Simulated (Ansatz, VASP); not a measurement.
**Two plane-wave programs on B**

```
CELL_PARAMETERS angstrom
0.00000 2.08472 5.47614
2.08403 0.00000 5.47614
2.08403 2.08472 0.00000
ATOMIC_POSITIONS crystal
B 0.75000 0.75000 0.75000
B 0.50000 0.50000 0.50000
B 0.90746 0.90746 0.59254
B 0.59254 0.59254 0.90746
B 0.65746 0.65746 0.34254
B 0.34254 0.34254 0.65746
```

Alike in both runs: functional PBE; k mesh 14 × 14 × 14; occupations gaussian, width 0.1 eV; no spin polarisation.

Ansatz relaxed the structure, and its values are those at the end. VASP's run is a single point on that final structure, the one shown.

|  | VASP | Ansatz |
| --- | --- | --- |
| version | VASP 6.6.1 | Ansatz 0.2.0 |
| potentials or method | VASP PAW PBE potentials, release 64 (B), cutoff 520 eV | scalar-relativistic, plane waves, PAW |
| valence electrons in the cell | 18 | 18 |

|  | VASP | Ansatz | Ansatz less VASP |
| --- | --- | --- | --- |
| gap on the k mesh at the Fermi level (eV) | none | none | - |
| pressure (GPa) | 0.0 | 0.0 | +0.01 |

A gap of «none» marks a metal or a gap that the smearing closes. The functional is the same, so the differences come from potentials, cutoffs and numerics.
